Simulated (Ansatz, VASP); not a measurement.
## One calculation of C, two programs

INCAR

```
SYSTEM = C
ALGO = Normal ; EDIFF = 1E-7
EDIFFG = -0.01 ; ENCUT = 600
GGA = PE ; IBRION = 2
ISIF = 3 ; ISMEAR = 0
LASPH = .TRUE. ; LCHARG = .FALSE.
LREAL = .FALSE. ; LWAVE = .FALSE.
NELM = 80 ; NSW = 100
PREC = Accurate ; SIGMA = 0.02
```

Contents of KPOINTS:

```
k-points
0
G
  12 12 10
  0 0 0
```

POSCAR

```
C
1.0
    2.6054342682      0.0000000000      0.0000000000
   -1.3027171341      2.2563722642      0.0000000000
    0.0000000000      0.0000000000      2.8001671583
C
3
Direct
    0.5000000000      0.5000000000      0.3333333333
    0.5000000000      0.0000000000      0.0000000000
    0.0000000000      0.5000000000      0.6666666667
```

Input for Ansatz:

```yaml
crystal:
  lattice:
    - [2.6054342682, 0.0, 0.0]
    - [-1.3027171341, 2.2563722642, 0.0]
    - [0.0, 0.0, 2.8001671583]
  atoms:
    - { symbol: C, position: [0.5, 0.5, 0.3333333333] }
    - { symbol: C, position: [0.5, 0.0, 0.0] }
    - { symbol: C, position: [0.0, 0.5, 0.6666666667] }
basis:
  ecutwfc: 420
kpoints:
  mp_grid: { grid: [12, 12, 10] }
hamiltonian:
  xc: pbe
scf:
  occupations: { method: gaussian, width: 0.02 }
output:
  forces: true
  stress: true
  eigenvalues: true
relax:
  adjacent_minimum: "off"
  f_tol: 0.01
  max_steps: 80
  cell: { stress_tol: 0.05 }
```

Alike in both runs: task relaxation of cell and atoms; functional PBE; k mesh 12 × 12 × 10; occupations gaussian, width 0.02 eV; no spin polarisation.

|  | VASP | Ansatz |
| --- | --- | --- |
| version | VASP 6.6.1 | Ansatz 0.2.0 |
| potentials or method | VASP PAW PBE potentials, release 64 (C), cutoff 600 eV | scalar-relativistic, plane waves, PAW |
| valence electrons in the cell | 12 | 12 |

Ansatz gave:

* gap on the k mesh at the Fermi level, each at its own relaxed structure (eV): 1.94
* relaxed volume (Å³/atom): 5.49
* relaxed cell length with the largest relative difference (Å): 2.800

Problem. Which values does VASP return?

Solution. gap on the k mesh at the Fermi level, each at its own relaxed structure (eV): 1.92; relaxed volume (Å³/atom): 5.49; relaxed cell length with the largest relative difference (Å): 2.800.

Noted on VASP's run: the relaxation stopped at its first step, so nothing moved.
